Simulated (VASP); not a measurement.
The system is SnO.

```
Sn O
1.0
     3.49499    0.00000    0.00000
    -1.74749    3.02675    0.00000
     0.00000    0.00000    5.75035
Sn O
2 2
Direct
  0.33333 0.66667 0.37313
  0.66667 0.33333 0.87313
  0.33333 0.66667 0.00000
  0.66667 0.33333 0.50000
```

- Program: VASP 6.6.1
- Task: relaxation of cell and atoms
- Functional: PBE
- Potentials or basis: VASP PAW PBE potentials, release 64 (Sn_d, O)
- Cutoff: 600 eV
- k mesh: 6 × 6 × 4
- Occupations: gaussian, width 0.1 eV
- Spin: no spin polarisation

At the start: pressure 35.8 GPa; volume 15.21 Å³/atom.

Q: How do energy, volume and symmetry change on relaxing?

A: Over 3 steps the energy falls by 487.1 meV/atom and the volume is 20.61 Å³/atom (+35.5 %); space group P6_3mc (No. 186, to 0.05 Å).

The path:
| step | energy change (eV) | largest force (eV/Å) | pressure (GPa) | volume (Å³) |
| --- | --- | --- | --- | --- |
| 1 | 0.0000 | 0.2646 | 35.77 | 60.83 |
| 2 | -1.5893 | 0.0814 | -7.83 | 95.87 |
| 3 | -1.9485 | 0.0008 | 0.20 | 82.45 |

Final structure:
```xyz
4
Lattice="3.8514 0.0000 0.0000 -1.9257 3.3354 0.0000 0.0000 0.0000 6.4185" Properties=species:S:1:pos:R:3 pbc="T T T"
Sn    0.0000    2.2236    2.3849
Sn    1.9257    1.1118    5.5942
O     0.0000    2.2236    0.0100
O     1.9257    1.1118    3.2193
```

Caveat: the volume moved by over 15 % at a fixed basis, so the end points are rough.
